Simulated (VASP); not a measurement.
Si2Ge: relaxation of cell and atoms with PBE

The system is Si2Ge.

```xyz
6
Lattice="3.9279 0.0000 0.0000 -1.9639 3.4016 0.0000 0.0000 0.0000 9.6193" Properties=species:S:1:pos:R:3 pbc="T T T"
Si    0.0000    0.0000    3.6309
Si    0.0000    2.2678    0.3796
Si    0.0000    0.0000    5.9884
Si    1.9639    1.1339    9.2398
Ge    1.9639    1.1339    6.8109
Ge    0.0000    2.2678    2.8084
```

```yaml
Program: VASP 6.6.1
Task: relaxation of cell and atoms
Functional: PBE
Potentials_or_basis: VASP PAW PBE potentials, release 64 (Si, Ge_d)
Cutoff: 500 eV
k_mesh: 12 × 12 × 4
Occupations: gaussian, width 0.02 eV
Spin: no spin polarisation
Dipole_correction: no
Further_INCAR_settings: ALGO = Normal; EDIFF = 1e-07; IBRION = 2; EDIFFG = -0.01; NSW = 100; ISIF = 3
```

```yaml
Relaxed_volume: 21.38 Å³/atom
Relaxed_cell: a = 3.925 Å, b = 3.925 Å, c = 9.614 Å, α = 90.00°, β = 90.00°, γ = 120.00°
Space_group_after_relaxing_to_0.1_Å: P-3m1 (No. 164)
Energy_gained_by_relaxing: 0.0 meV/atom
Ionic_steps: 2
Pressure_after_relaxing: 0.1 GPa
Band_gap_on_the_k_mesh: 0.59 eV (least direct gap 1.10 eV)
```

Forces in eV/Å, atoms in the order of the input:
```
Si   0.000  0.000  0.001
Si   0.000  0.000  0.002
Si   0.000  0.000 -0.001
Si   0.000  0.000 -0.002
Ge   0.000  0.000  0.003
Ge   0.000  0.000 -0.003
```

Final structure:
```xyz
6
Lattice="3.9251 0.0000 0.0000 -1.9625 3.3992 0.0000 0.0000 0.0000 9.6137" Properties=species:S:1:pos:R:3 pbc="T T T"
Si    1.9625    3.3992    3.6285
Si    0.0000    2.2661    0.3793
Si    0.0000    0.0000    5.9852
Si    1.9625    1.1331    9.2344
Ge    1.9625    1.1331    6.8068
Ge    0.0000    2.2661    2.8069
```

Levels at points of the mesh, in eV from the valence-band top:
```tsv
k point	band 19	band 20	band 21	band 22	band 23	band 24	band 25	band 26
(0.00, 0.00, 0.00)	-0.96	-0.04	0.00	0.00	1.10	1.28	2.00	2.47
(0.50, 0.00, 0.00)	-2.87	-2.82	-1.91	-1.74	0.73	0.74	1.83	2.06
(0.00, 0.00, 0.50)	-0.58	-0.58	-0.37	-0.37	1.01	1.82	1.83	2.98
(0.50, 0.00, 0.50)	-2.67	-2.54	-1.28	-1.26	0.89	0.99	1.24	2.66
```

Wall time 5.9 min on 1 thread of Oxide Virtual Turin-like Processor, with other jobs on the host, peak memory 0.32 GiB.

A k mesh can miss the band edges.
